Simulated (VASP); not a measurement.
A run of VASP 6.6.1 is set up as follows.

INCAR

```
PREC = Accurate ; ENCUT = 500
EDIFF = 1E-6 ; ISMEAR = 0
SIGMA = 0.1 ; LREAL = F
LASPH = T ; NELM = 120
ALGO = Normal ; ISIF = 2
LWAVE = F ; LCHARG = F
GGA = PE ; NBANDS = 28
GGA_COMPAT = F
```

KPOINTS

```
regular mesh
0
Gamma
  6 6 6
```

The input POSCAR:

```
Sn
1.0
    5.4898715601      0.0000000000      0.0000000000
   -2.7449357800      4.7543682346      0.0000000000
    0.0000000000      0.0000000000      3.2116699124
Sn
3
Direct
    0.0000000000      0.0000000000      0.0000000000
    0.3333333333      0.6666666667      0.5000000000
    0.6666666667      0.3333333333      0.5000000000
```

Potentials or basis: VASP PAW PBE potentials, release 64 (Sn_d).

The run is started by

```console
$ cat potpaw_PBE.64/Sn_d/POTCAR > POTCAR
$ mpirun -np 1 vasp_std > vasp.out
```

Question: Predict the pressure.

Answer: -0.2 GPa.

Question: Predict the band gap on the k mesh.

Answer: Zero (bands 21 and 22 overlap by 3.82 eV).

Stress tensor (GPa, compression positive):
```
-0.13  0.00  0.00
 0.00 -0.13  0.00
 0.00  0.00 -0.40
```

Caveat: spin-orbit coupling is left out, which moves the levels of the heavy elements.
